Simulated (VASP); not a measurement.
# LaIn3 (Pm-3m) in VASP: electric field gradients with LDA

Aim: the electric field gradients of LaIn3 with LDA.

All numbers are computed with VASP 6.6.1; they aren't measurements. Logs are shortened: lines on timing, memory, paths and dates and some standing lists are left out, and cuts for length are marked.

## 1. The cell of the first run

It takes space group Pm-3m (No. 221, cubic). Conventional cell: a = 4.774 Å, b = 4.774 Å, c = 4.774 Å, α = 90.00°, β = 90.00°, γ = 90.00°. La (site symmetry m-3m) has 12 In at 3.38 Å within 4.4 Å. Within 4.4 Å of In (site symmetry 4/mmm) lie 4 La at 3.38 Å and 8 In at 3.38 Å.

## 2. Electric field gradients, LDA

The input, INCAR:

```
PREC     = Accurate       # precision mode
ENCUT    = 520            # plane-wave cutoff, eV
EDIFF    = 1E-8           # SCF threshold, eV
ISMEAR   = -1             # smearing method
SIGMA    = 0.05           # smearing width, eV
LREAL    = False          # projectors in reciprocal space
LASPH    = True           # aspherical terms in the spheres
NELM     = 60             # most SCF steps
ALGO     = Normal         # electronic algorithm
ISIF     = 2              # what is computed and relaxed
LWAVE    = False          # write WAVECAR
LCHARG   = False          # write CHGCAR
LEFG     = True         
NBANDS   = 33             # bands
```

The input, KPOINTS:

```
regular mesh
0
Gamma
  9 9 9
```

The input, POSCAR:

```
LaIn3
1.0
    4.7740503900      0.0000000000      0.0000000000
    0.0000000000      4.7740503900      0.0000000000
    0.0000000000      0.0000000000      4.7740503900
La In
1 3
Direct
    0.0000000000      0.0000000000      0.0000000000
    0.5000000000      0.0000000000      0.5000000000
    0.0000000000      0.5000000000      0.5000000000
    0.5000000000      0.5000000000      0.0000000000
```

Potentials or basis: VASP PAW LDA potentials, release 64 (La, In_d).

Command:

```bash
> cat potpaw_LDA.64/La/POTCAR potpaw_LDA.64/In_d/POTCAR > POTCAR
> mpirun -np 1 vasp_std > vasp.out
```

OUTCAR:

```text
PREC = Accurate
   ENCUT = 520
   EDIFF = 1E-8
   ISMEAR = -1
   LREAL = False
   LASPH = True
   NELM = 60
   ISIF = 2

 ion  position               nearest neighbor table
   1  0.000  0.000  0.000-   2 3.38   3 3.38   4 3.38   2 3.38   3 3.38   3 3.38   4 3.38   3 3.38
                             2 3.38   4 3.38   2 3.38   4 3.38
   2  0.500  0.000  0.500-   1 3.38   3 3.38   4 3.38   1 3.38   4 3.38   3 3.38   4 3.38   4 3.38
                             1 3.38   3 3.38   1 3.38   3 3.38
   3  0.000  0.500  0.500-   1 3.38   2 3.38   4 3.38   1 3.38   4 3.38   1 3.38   2 3.38   1 3.38
                             2 3.38   4 3.38   4 3.38   2 3.38
   4  0.500  0.500  0.000-   1 3.38   2 3.38   3 3.38   2 3.38   3 3.38   1 3.38   2 3.38   2 3.38
                             1 3.38   3 3.38   3 3.38   1 3.38

  LATTYP: Found a simple cubic cell.
 ALAT       =     4.7740503900

  Lattice vectors:

 A1 = (   4.7740503900,   0.0000000000,   0.0000000000)
 A2 = (   0.0000000000,   4.7740503900,   0.0000000000)
 A3 = (   0.0000000000,   0.0000000000,   4.7740503900)

Analysis of symmetry for initial positions (statically):
=====================================================================
 Subroutine PRICEL returns:
 Original cell was already a primitive cell.

 Routine SETGRP: Setting up the symmetry group for a
 simple cubic supercell.

 Subroutine GETGRP returns: Found 48 space group operations
 (whereof 48 operations were pure point group operations)
 out of a pool of 48 trial point group operations.

The static configuration has the point symmetry O_h .

Analysis of symmetry for dynamics (positions and initial velocities):
=====================================================================
 Subroutine PRICEL returns:
 Original cell was already a primitive cell.

 Routine SETGRP: Setting up the symmetry group for a
 simple cubic supercell.

 Subroutine GETGRP returns: Found 48 space group operations
 (whereof 48 operations were pure point group operations)
 out of a pool of 48 trial point group operations.

The dynamic configuration has the point symmetry O_h .

 Subroutine INISYM returns: Found 48 space group operations
 (whereof 48 operations are pure point group operations),
 and found     1 'primitive' translations

----------------------------------------------------------------------------------------

                                     Primitive cell

  volume of cell :     108.8080

  direct lattice vectors                    reciprocal lattice vectors
     4.774050390  0.000000000  0.000000000     0.209465740  0.000000000  0.000000000
     0.000000000  4.774050390  0.000000000     0.000000000  0.209465740  0.000000000
     0.000000000  0.000000000  4.774050390     0.000000000  0.000000000  0.209465740

  length of vectors
     4.774050390  4.774050390  4.774050390     0.209465740  0.209465740  0.209465740

  position of ions in fractional coordinates (direct lattice)
     0.000000000  0.000000000  0.000000000
     0.500000000  0.000000000  0.500000000
     0.000000000  0.500000000  0.500000000
     0.500000000  0.500000000  0.000000000

  ion indices of the primitive-cell ions
   primitive index   ion index
                 1           1
                 2           2
                 3           3
                 4           4

----------------------------------------------------------------------------------------

 KPOINTS: regular mesh

Automatic generation of k-mesh.
 Grid dimensions read from file:
 generate k-points for:    9    9    9

 Generating k-lattice:

  Cartesian coordinates                     Fractional coordinates (reciprocal lattice)
     0.023273971  0.000000000  0.000000000     0.111111111  0.000000000  0.000000000
     0.000000000  0.023273971  0.000000000     0.000000000  0.111111111  0.000000000
     0.000000000  0.000000000  0.023273971     0.000000000  0.000000000  0.111111111

  Length of vectors
     0.023273971  0.023273971  0.023273971

  Shift w.r.t. Gamma in fractional coordinates (k-lattice)
     0.000000000  0.000000000  0.000000000

 Subroutine IBZKPT returns following result:
 ===========================================

 Found     35 irreducible k-points:

 Following reciprocal coordinates:
            Coordinates               Weight
  0.000000  0.000000  0.000000      1.000000
  0.111111  0.000000  0.000000      6.000000
  0.222222  0.000000  0.000000      6.000000
  0.333333  0.000000  0.000000      6.000000
  0.444444  0.000000  0.000000      6.000000
  0.111111  0.111111  0.000000     12.000000
[... 16 lines left out ...]
  0.333333  0.333333  0.111111     24.000000
  0.444444  0.333333  0.111111     48.000000
 [... further k-points ...]
   k-points           NKPTS =     35   k-points in BZ     NKDIM =     35   number of bands    NBANDS=     33
   number of dos      NEDOS =    301   number of ions     NIONS =      4
   total plane-waves  NPLWV =  46656
   dimension x,y,z NGX =    36 NGY =   36 NGZ =   36
   dimension x,y,z NGXF=    72 NGYF=   72 NGZF=   72
   ions per type =               1   3
   NGX,Y,Z   is equivalent  to a cutoff of  12.54, 12.54, 12.54 a.u.
   NGXF,Y,Z  is equivalent  to a cutoff of  25.07, 25.07, 25.07 a.u.
 SYSTEM =  unknown system
   PREC   = accura    normal or accurate (medium, high low for compatibility)
   ISTART =      0    job   : 0-new  1-cont  2-samecut
   ICHARG =      2    charge: 1-file 2-atom 10-const
   ISPIN  =      1    spin polarized calculation?
   LNONCOLLINEAR =      F non collinear calculations
   LSORBIT =      F    spin-orbit coupling
   LASPH  =      T    aspherical Exc in radial PAW
   ENCUT  =  520.0 eV  38.22 Ry    6.18 a.u.   8.88  8.88  8.88*2*pi/ulx,y,z
   NELM   =     60;   NELMIN=  2; NELMDL= -5     # of ELM steps
   EDIFF  = 0.1E-07   stopping-criterion for ELM
   LREAL  =      F    real-space projection
   EDIFFG = 0.1E-06   stopping-criterion for IOM
   NSW    =      0    number of steps for IOM
   IBRION =     -1    ionic relax: 0-MD 1-quasi-New 2-CG
   NFREE  =      0    steps in history (QN), initial steepest desc. (CG)
   ISIF   =      2    stress and relaxation
   ISYM   =      2    0-nonsym 1-usesym 2-fastsym
   POTIM  = 0.5000    time-step for ionic-motion
   TEBEG  =    0.0;   TEEND  =   0.0 temperature during run
   PSTRESS=    0.0 pullay stress
   NELECT =      50.0000    total number of electrons
   NUPDOWN=      -1.0000    fix difference up-down
   EMIN   =  10.00;   EMAX   =-10.00  energy-range for DOS
   EFERMI =   0.00;   METHOD = LEGACY
   ISMEAR =    -1;   SIGMA  =   0.05  broadening in eV -4-tet -1-fermi 0-gaus
   EFERMI_NEDOS =   21; number of points for ismear=-14 and -15
   IALGO  =     38    algorithm
   IMIX   =      4    mixing-type and parameters
     AMIX     =   0.40;   BMIX     =  1.00
     AMIX_MAG =   1.60;   BMIX_MAG =  1.00
  volume/ion in A,a.u.               =      27.20       183.57
  Fermi-wavevector in a.u.,A,eV,Ry     =   1.263314  2.387317 21.714371  1.595961
  Thomas-Fermi vector in A             =   2.396677
   LORBIT       =      0    0 simple, 1 ext, 2 COOP (PROOUT), +10 PAW based schemes
   GGA     = CA    functional components
   LHFCALC =     F    Hartree Fock is set to
   AEXX    =    0.0000 exact exchange contribution
   IVDW    =     0    specifies the selected vdW correction
   LEPSILON=     F    determine dielectric tensor
   LRPA    =     F    only Hartree local field effects (RPA)
 non-spin polarized calculation
  energy-cutoff  :      520.00
  volume of cell :      108.81
 maximum number of plane-waves:      2949
 NGX is ok and might be reduce to    36
   NGX = 17   NGY = 17   NGZ = 17

 number of electron      50.0000043 magnetization

 Free energy of the ion-electron system (eV)
  ---------------------------------------------------
  ext. energy  EPLUGINS =         0.00000000
  ---------------------------------------------------
  free energy    TOTEN  =       -17.29859967 eV

  energy without entropy =      -17.28282042  energy(sigma->0) =      -17.29071004

 E-fermi :   7.7654     XC(G=0): -10.5620

 val. band max:        7.7636980484   @ k =   0.3333   0.3333   0.0000
 cond. band min:       7.8301949072   @ k =   0.2222   0.2222   0.1111
 fundamental gap:      0.0664968588
 Fermi energy:         7.7653735197

 k-point     1 :       0.0000    0.0000    0.0000
  band No.  band energies     occupation
      1     -24.6713      2.00000
      2      -8.4550      2.00000
      3      -8.4550      2.00000
      4      -8.4550      2.00000
      5      -6.6870      2.00000
      6      -6.6870      2.00000
[... 25 lines left out ...]
     32       9.9600      0.00000
     33      10.0394      0.00000

 k-point     2 :       0.1111    0.0000    0.0000
  band No.  band energies     occupation
      1     -24.6708      2.00000
      2      -8.4793      2.00000
      3      -8.4622      2.00000
      4      -8.4622      2.00000
      5      -6.6841      2.00000
      6      -6.6716      2.00000
[... 25 lines left out ...]
     32       9.9479      0.00000
     33      10.1597      0.00000
[... 754 lines left out ...]
     32       9.7918      0.00000
     33       9.8638      0.00000

 k-point    24 :       0.4444    0.3333    0.1111
  band No.  band energies     occupation
      1     -24.6639      2.00000
      2      -8.6069      2.00000
      3      -8.5787      2.00000
      4      -8.5427      2.00000
      5      -6.5836      2.00000
      6      -6.5617      2.00000
[... 25 lines left out ...]
     32       9.7914      0.00000
     33       9.8042      0.00000

 [... further k-points ...]

------------------------ aborting loop because EDIFF is reached ----------------------------------------

  FORCE on cell =-STRESS in cart. coord.  units (eV):
  Direction    XX          YY          ZZ          XY          YZ          ZX
  --------------------------------------------------------------------------------------
  -------------------------------------------------------------------------------------
  Total       -2.7818805     -2.7818805     -2.7818805     -0.0000000      0.0000000     -0.0000000
  in kB      -40.9626511    -40.9626511    -40.9626511     -0.0000000      0.0000000     -0.0000000
  external PRESSURE =     -40.9626511 kB  Pullay stress =       0.0000000 kB

 VOLUME and BASIS-vectors are now :
 -----------------------------------------------------------------------------
  energy-cutoff  :      520.00
  volume of cell :      108.81
      direct lattice vectors                 reciprocal lattice vectors
     4.774050390  0.000000000  0.000000000     0.209465740  0.000000000  0.000000000
     0.000000000  4.774050390  0.000000000     0.000000000  0.209465740  0.000000000
     0.000000000  0.000000000  4.774050390     0.000000000  0.000000000  0.209465740

 POSITION                                       TOTAL-FORCE (eV/Angst)
 -----------------------------------------------------------------------------------
      0.00000      0.00000      0.00000         0.000000      0.000000      0.000000
      2.38703      0.00000      2.38703         0.000000      0.000000      0.000000
      0.00000      2.38703      2.38703         0.000000      0.000000      0.000000
      2.38703      2.38703      0.00000         0.000000      0.000000      0.000000
 -----------------------------------------------------------------------------------
    total drift:                                0.000000      0.000000      0.000000

  FREE ENERGIE OF THE ION-ELECTRON SYSTEM (eV)
  ---------------------------------------------------
  free  energy   TOTEN  =       -17.2985996688 eV

  energy  without entropy=      -17.2828204211  energy(sigma->0) =      -17.29071004

 Electric field gradients (V/A^2)
---------------------------------------------------------------------
 ion       V_xx      V_yy      V_zz      V_xy      V_xz      V_yz
---------------------------------------------------------------------
   1      -0.000     0.000    -0.000    -0.000    -0.000    -0.000
   2     -58.735   117.471   -58.735     0.000    -0.000     0.000
   3     117.471   -58.735   -58.735     0.000    -0.000    -0.000
   4     -58.735   -58.735   117.471    -0.000    -0.000     0.000
---------------------------------------------------------------------

 Electric field gradients after diagonalization (V/A^2)
 (convention: |V_zz| > |V_xx| > |V_yy|)
----------------------------------------------------------------------
 ion       V_xx      V_yy      V_zz     asymmetry (V_yy - V_xx)/ V_zz
----------------------------------------------------------------------
   1      -0.000     0.000    -0.000      -0.302
   2     -58.735   -58.735   117.471       0.000
   3     -58.735   -58.735   117.471       0.000
   4     -58.735   -58.735   117.471       0.000
----------------------------------------------------------------------

           NMR quadrupolar parameters

 Cq : quadrupolar parameter    Cq=e*Q*V_zz/h
 eta: asymmetry parameters     (V_yy - V_xx)/ V_zz
 Q  : nuclear electric quadrupole moment in mb (millibarn)
----------------------------------------------------------------------
 ion       Cq(MHz)       eta       Q (mb)
----------------------------------------------------------------------
   1      -0.000      -0.302       1.000
   2       0.284       0.000       1.000
   3       0.284       0.000       1.000
   4       0.284       0.000       1.000
----------------------------------------------------------------------
```

It took 99 s on 1 thread of Intel Xeon Platinum 8375C at 2.90GHz (Ice Lake), shared host; peak memory 0.25 GiB.

What came out:

| Item | Value |
| --- | --- |
| Free energy | -17.2986 eV |
| Pressure | -4.1 GPa |
| Band gap on the k mesh | zero (bands 25 and 26 overlap by 1.54 eV) |
| Largest electric field gradient by atom | La -0.0; In +117.5 V/Å² |

Levels at points of the mesh, in eV from the Fermi level:
```csv
k point,band 22,band 23,band 24,band 25,band 26,band 27,band 28,band 29
"(0.00, 0.00, 0.00)",-3.02,-0.99,-0.99,-0.99,1.45,1.45,1.45,1.95
```

Electric field gradients, principal values (V/Å²):
```csv
atom,least,middle,greatest (by size)
1 La,0.000,0.000,0.000
2 In,-58.735,-58.735,117.471
3 In,-58.735,-58.735,117.471
4 In,-58.735,-58.735,117.471
```

Caveat: the cell stands under tension; without QUAD_EFG the Cq values of the log hold for a quadrupole moment of 1 mb, not for the nuclei; spin-orbit coupling is left out, which moves the levels of the heavy elements.
